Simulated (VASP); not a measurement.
# Na (P6_3/mmc) in VASP: single point with PBE

Aim: the single point of Na with PBE.

All numbers are computed with VASP 6.6.1; they aren't measurements. Logs are shortened: lines on timing, memory, paths and dates and some standing lists are left out, and cuts for length are marked.

## 1. The cell of the first run

It takes space group P6_3/mmc (No. 194, hexagonal). Conventional cell: a = 3.767 Å, b = 3.767 Å, c = 6.154 Å, α = 90.00°, β = 90.00°, γ = 120.00°. Na (site symmetry -6m2) has 12 Na at 3.77 Å within 4.9 Å.

This isn't the form of Na at room conditions, which is bcc.

## 2. Single point, PBE

INCAR reads:

```
SYSTEM = Na
  ALGO = Normal
  EDIFF = 1E-6
  ENCUT = 520
  GGA = PE
  ISIF = 2
  ISMEAR = -1
  LASPH = .True.
  LCHARG = .False.
  LREAL = .False.
  LWAVE = .False.
  NBANDS = 14
  NELM = 60
  PREC = Accurate
  SIGMA = 0.05
```

KPOINTS reads:

```
k-points
0
Gamma
  13 13 7
  0 0 0
```

POSCAR reads:

```
Na
1.0
    3.7670009976      0.0000000000      0.0000000000
   -1.8835004988      3.2623185600      0.0000000000
    0.0000000000      0.0000000000      6.1540000000
Na
2
Direct
    0.3333333333      0.6666666667      0.2500000000
    0.6666666667      0.3333333333      0.7500000000
```

Potentials or basis: VASP PAW PBE potentials, release 64 (Na_pv).

On the command line:

```console
cat potpaw_PBE.64/Na_pv/POTCAR > POTCAR
mpirun -np 1 vasp_std > vasp.out
```

OUTCAR:

```text
SYSTEM = Na
   EDIFF = 1E-6
   ENCUT = 520
   GGA = PE
   ISIF = 2
   ISMEAR = -1
   LASPH = .True.
   LREAL = .False.
   NELM = 60
   PREC = Accurate

 ion  position               nearest neighbor table
   1  0.333  0.667  0.250-
   2  0.667  0.333  0.750-

  LATTYP: Found a hexagonal cell.
 ALAT       =     3.7670009976
 C/A-ratio  =     1.6336603054

  Lattice vectors:

 A1 = (   3.7670009976,   0.0000000000,   0.0000000000)
 A2 = (  -1.8835004988,   3.2623185600,   0.0000000000)
 A3 = (   0.0000000000,   0.0000000000,   6.1540000000)

Analysis of symmetry for initial positions (statically):
=====================================================================
 Subroutine PRICEL returns:
 Original cell was already a primitive cell.

 Routine SETGRP: Setting up the symmetry group for a
 hexagonal supercell.

 Subroutine GETGRP returns: Found 24 space group operations
 (whereof 12 operations were pure point group operations)
 out of a pool of 24 trial point group operations.

The static configuration has the point symmetry D_3d.
 The point group associated with its full space group is D_6h.

Analysis of symmetry for dynamics (positions and initial velocities):
=====================================================================
 Subroutine PRICEL returns:
 Original cell was already a primitive cell.

 Routine SETGRP: Setting up the symmetry group for a
 hexagonal supercell.

 Subroutine GETGRP returns: Found 24 space group operations
 (whereof 12 operations were pure point group operations)
 out of a pool of 24 trial point group operations.

The dynamic configuration has the point symmetry D_3d.
 The point group associated with its full space group is D_6h.

 Subroutine INISYM returns: Found 24 space group operations
 (whereof 12 operations are pure point group operations),
 and found     1 'primitive' translations

----------------------------------------------------------------------------------------

                                     Primitive cell

  volume of cell :      75.6275

  direct lattice vectors                    reciprocal lattice vectors
     3.767000998  0.000000000  0.000000000     0.265463163  0.153265229  0.000000000
    -1.883500499  3.262318560  0.000000000     0.000000000  0.306530457  0.000000000
     0.000000000  0.000000000  6.154000000     0.000000000  0.000000000  0.162495938

  length of vectors
     3.767000998  3.767000998  6.154000000     0.306530457  0.306530457  0.162495938

  position of ions in fractional coordinates (direct lattice)
     0.333333333  0.666666667  0.250000000
     0.666666667  0.333333333  0.750000000

  ion indices of the primitive-cell ions
   primitive index   ion index
                 1           1
                 2           2

----------------------------------------------------------------------------------------

 KPOINTS: k-points

Automatic generation of k-mesh.
 Grid dimensions read from file:
 generate k-points for:   13   13    7

 Generating k-lattice:

  Cartesian coordinates                     Fractional coordinates (reciprocal lattice)
     0.020420243  0.011789633  0.000000000     0.076923077  0.000000000  0.000000000
     0.000000000  0.023579266  0.000000000     0.000000000  0.076923077  0.000000000
     0.000000000  0.000000000  0.023213705     0.000000000  0.000000000  0.142857143

  Length of vectors
     0.023579266  0.023579266  0.023213705

  Shift w.r.t. Gamma in fractional coordinates (k-lattice)
     0.000000000  0.000000000  0.000000000

 Subroutine IBZKPT returns following result:
 ===========================================

 Found     84 irreducible k-points:

 Following reciprocal coordinates:
            Coordinates               Weight
  0.000000  0.000000  0.000000      1.000000
  0.076923  0.000000  0.000000      6.000000
  0.153846 -0.000000  0.000000      6.000000
  0.230769  0.000000  0.000000      6.000000
  0.307692 -0.000000  0.000000      6.000000
  0.384615  0.000000  0.000000      6.000000
[... 16 lines left out ...]
  0.076923  0.000000  0.142857     12.000000
  0.153846 -0.000000  0.142857     12.000000
 [... further k-points ...]
   k-points           NKPTS =     84   k-points in BZ     NKDIM =     84   number of bands    NBANDS=     14
   number of dos      NEDOS =    301   number of ions     NIONS =      2
   total plane-waves  NPLWV =  37632
   dimension x,y,z NGX =    28 NGY =   28 NGZ =   48
   dimension x,y,z NGXF=    56 NGYF=   56 NGZF=   96
   ions per type =               2
   NGX,Y,Z   is equivalent  to a cutoff of  12.36, 12.36, 12.97 a.u.
   NGXF,Y,Z  is equivalent  to a cutoff of  24.71, 24.71, 25.93 a.u.
 SYSTEM =  Na
   PREC   = accura    normal or accurate (medium, high low for compatibility)
   ISTART =      0    job   : 0-new  1-cont  2-samecut
   ICHARG =      2    charge: 1-file 2-atom 10-const
   ISPIN  =      1    spin polarized calculation?
   LNONCOLLINEAR =      F non collinear calculations
   LSORBIT =      F    spin-orbit coupling
   LASPH  =      T    aspherical Exc in radial PAW
   ENCUT  =  520.0 eV  38.22 Ry    6.18 a.u.   7.00  7.00 11.44*2*pi/ulx,y,z
   NELM   =     60;   NELMIN=  2; NELMDL= -5     # of ELM steps
   EDIFF  = 0.1E-05   stopping-criterion for ELM
   LREAL  =      F    real-space projection
   EDIFFG = 0.1E-04   stopping-criterion for IOM
   NSW    =      0    number of steps for IOM
   IBRION =     -1    ionic relax: 0-MD 1-quasi-New 2-CG
   NFREE  =      0    steps in history (QN), initial steepest desc. (CG)
   ISIF   =      2    stress and relaxation
   ISYM   =      2    0-nonsym 1-usesym 2-fastsym
   POTIM  = 0.5000    time-step for ionic-motion
   TEBEG  =    0.0;   TEEND  =   0.0 temperature during run
   PSTRESS=    0.0 pullay stress
   NELECT =      14.0000    total number of electrons
   NUPDOWN=      -1.0000    fix difference up-down
   EMIN   =  10.00;   EMAX   =-10.00  energy-range for DOS
   EFERMI =   0.00;   METHOD = LEGACY
   ISMEAR =    -1;   SIGMA  =   0.05  broadening in eV -4-tet -1-fermi 0-gaus
   EFERMI_NEDOS =   21; number of points for ismear=-14 and -15
   IALGO  =     38    algorithm
   IMIX   =      4    mixing-type and parameters
     AMIX     =   0.40;   BMIX     =  1.00
     AMIX_MAG =   1.60;   BMIX_MAG =  1.00
  volume/ion in A,a.u.               =      37.81       255.18
  Fermi-wavevector in a.u.,A,eV,Ry     =   0.933020  1.763152 11.844231  0.870526
  Thomas-Fermi vector in A             =   2.059678
   LORBIT       =      0    0 simple, 1 ext, 2 COOP (PROOUT), +10 PAW based schemes
   GGA     = PE    functional components
   LHFCALC =     F    Hartree Fock is set to
   AEXX    =    0.0000 exact exchange contribution
   IVDW    =     0    specifies the selected vdW correction
   LEPSILON=     F    determine dielectric tensor
   LRPA    =     F    only Hartree local field effects (RPA)
 non-spin polarized calculation
  energy-cutoff  :      520.00
  volume of cell :       75.63
 maximum number of plane-waves:      2049
 NGX is ok and might be reduce to    28
   NGX = 13   NGY = 13   NGZ = 23

 number of electron      14.0000011 magnetization

 Free energy of the ion-electron system (eV)
  ---------------------------------------------------
  ext. energy  EPLUGINS =         0.00000000
  ---------------------------------------------------
  free energy    TOTEN  =        -2.62507962 eV

  energy without entropy =       -2.61721673  energy(sigma->0) =       -2.62114818

 E-fermi :   0.2663     XC(G=0):  -6.4502

 val. band max:        0.2199921010   @ k =   0.3077   0.2308   0.1429
 cond. band min:       0.2925443521   @ k =   0.1538  -0.0000   0.1429
 fundamental gap:      0.0725522511
 Fermi energy:         0.2662625505

 k-point     1 :       0.0000    0.0000    0.0000
  band No.  band energies     occupation
      1     -24.6722      2.00000
      2     -24.6448      2.00000
      3     -24.6448      2.00000
      4     -24.6402      2.00000
      5     -24.6402      2.00000
      6     -24.6397      2.00000
      7      -2.9654      2.00000
      8       0.8237      0.00003
      9       1.2095      0.00000
     10      10.1450      0.00000
     11      10.1450      0.00000
     12      10.4849      0.00000
     13      10.4849      0.00000
     14      10.6381      0.00000

 k-point     2 :       0.0769    0.0000    0.0000
  band No.  band energies     occupation
      1     -24.6716      2.00000
      2     -24.6462      2.00000
      3     -24.6452      2.00000
      4     -24.6417      2.00000
      5     -24.6405      2.00000
      6     -24.6400      2.00000
      7      -2.8790      2.00000
      8       0.9005      0.00001
      9       1.2939      0.00000
     10       8.6316      0.00000
     11       9.4550      0.00000
     12       9.8903      0.00000
     13      11.2720      0.00000
     14      11.3859      0.00000

 k-point     3 :       0.1538   -0.0000    0.0000
  band No.  band energies     occupation
      1     -24.6698      2.00000
      2     -24.6501      2.00000
      3     -24.6465      2.00000
      4     -24.6457      2.00000
      5     -24.6412      2.00000
      6     -24.6407      2.00000
      7      -2.6205      2.00000
      8       1.1314      0.00000
      9       1.5442      0.00000
     10       6.9048      0.00000
     11       8.7527      0.00000
     12       8.9944      0.00000
     13      10.2635      0.00000
     14      11.1240      0.00000

 k-point     4 :       0.2308    0.0000    0.0000
  band No.  band energies     occupation
      1     -24.6671      2.00000
      2     -24.6556      2.00000
      3     -24.6512      2.00000
      4     -24.6481      2.00000
      5     -24.6422      2.00000
      6     -24.6419      2.00000
      7      -2.1926      2.00000
      8       1.5170      0.00000
      9       1.9486      0.00000
     10       5.2946      0.00000
     11       8.1061      0.00000
     12       8.1863      0.00000
     13       8.6283      0.00000
     14      10.0609      0.00000

 k-point     5 :       0.3077   -0.0000    0.0000
  band No.  band energies     occupation
      1     -24.6639      2.00000
      2     -24.6615      2.00000
      3     -24.6570      2.00000
      4     -24.6499      2.00000
      5     -24.6436      2.00000
      6     -24.6433      2.00000
      7      -1.5993      2.00000
      8       2.0581      0.00000
      9       2.4490      0.00000
     10       3.8766      0.00000
     11       7.1377      0.00000
[... 276 lines left out ...]
 k-point    22 :       0.0000    0.0000    0.1429
  band No.  band energies     occupation
      1     -24.6707      2.00000
      2     -24.6446      2.00000
      3     -24.6446      2.00000
      4     -24.6414      2.00000
      5     -24.6405      2.00000
      6     -24.6404      2.00000
      7      -2.8816      2.00000
      8      -0.0327      1.99495
      9       2.2082      0.00000
     10       9.8714      0.00000
     11      10.2084      0.00000
     12      10.2084      0.00000
     13      10.5323      0.00000
     14      10.5323      0.00000

 k-point    23 :       0.0769    0.0000    0.1429
  band No.  band energies     occupation
      1     -24.6701      2.00000
      2     -24.6459      2.00000
      3     -24.6450      2.00000
      4     -24.6427      2.00000
      5     -24.6408      2.00000
      6     -24.6407      2.00000
      7      -2.7953      2.00000
      8       0.0488      1.97449
      9       2.2875      0.00000
     10       8.6875      0.00000
     11       9.5218      0.00000
     12       9.8184      0.00000
     13      10.1991      0.00000
     14      11.2355      0.00000

 k-point    24 :       0.1538   -0.0000    0.1429
  band No.  band energies     occupation
      1     -24.6686      2.00000
      2     -24.6497      2.00000
      3     -24.6466      2.00000
      4     -24.6462      2.00000
      5     -24.6414      2.00000
      6     -24.6414      2.00000
      7      -2.5373      2.00000
      8       0.2925      0.74307
      9       2.5231      0.00000
     10       6.9761      0.00000
     11       8.8212      0.00000
     12       8.9070      0.00000
     13       9.7109      0.00000
     14      10.6950      0.00000

 [... further k-points ...]

------------------------ aborting loop because EDIFF is reached ----------------------------------------

  FORCE on cell =-STRESS in cart. coord.  units (eV):
  Direction    XX          YY          ZZ          XY          YZ          ZX
  --------------------------------------------------------------------------------------
  -------------------------------------------------------------------------------------
  Total       -0.0845932     -0.0845932     -0.0275845      0.0000000     -0.0000000      0.0000000
  in kB       -1.7921179     -1.7921179     -0.5843803      0.0000000     -0.0000000      0.0000000
  external PRESSURE =      -1.3895387 kB  Pullay stress =       0.0000000 kB

 VOLUME and BASIS-vectors are now :
 -----------------------------------------------------------------------------
  energy-cutoff  :      520.00
  volume of cell :       75.63
      direct lattice vectors                 reciprocal lattice vectors
     3.767000998  0.000000000  0.000000000     0.265463163  0.153265229  0.000000000
    -1.883500499  3.262318560  0.000000000     0.000000000  0.306530457  0.000000000
     0.000000000  0.000000000  6.154000000     0.000000000  0.000000000  0.162495938

 POSITION                                       TOTAL-FORCE (eV/Angst)
 -----------------------------------------------------------------------------------
     -0.00000      2.17488      1.53850        -0.000000      0.000000      0.000000
      1.88350      1.08744      4.61550         0.000000     -0.000000      0.000000
 -----------------------------------------------------------------------------------
    total drift:                                0.000000     -0.000000      0.000000

  FREE ENERGIE OF THE ION-ELECTRON SYSTEM (eV)
  ---------------------------------------------------
  free  energy   TOTEN  =        -2.6250796198 eV

  energy  without entropy=       -2.6172167335  energy(sigma->0) =       -2.62114818
```

Run time: 29 s. Hardware: 1 thread of Intel Xeon Platinum 8375C at 2.90GHz (Ice Lake), shared host; peak memory 0.21 GiB.

What came out:

- Free energy: -2.6251 eV
- Pressure: -0.1 GPa
- Band gap on the k mesh: zero (bands 7 and 8 overlap by 3.34 eV)

Stress tensor (GPa, compression positive):
```
-0.18  0.00  0.00
 0.00 -0.18  0.00
 0.00  0.00 -0.06
```

Levels at points of the mesh, in eV from the Fermi level:
| k point | band 5 | band 6 | band 7 | band 8 | band 9 | band 10 |
| --- | --- | --- | --- | --- | --- | --- |
| (0.00, 0.00, 0.00) | -24.91 | -24.91 | -3.23 | 0.56 | 0.94 | 9.88 |
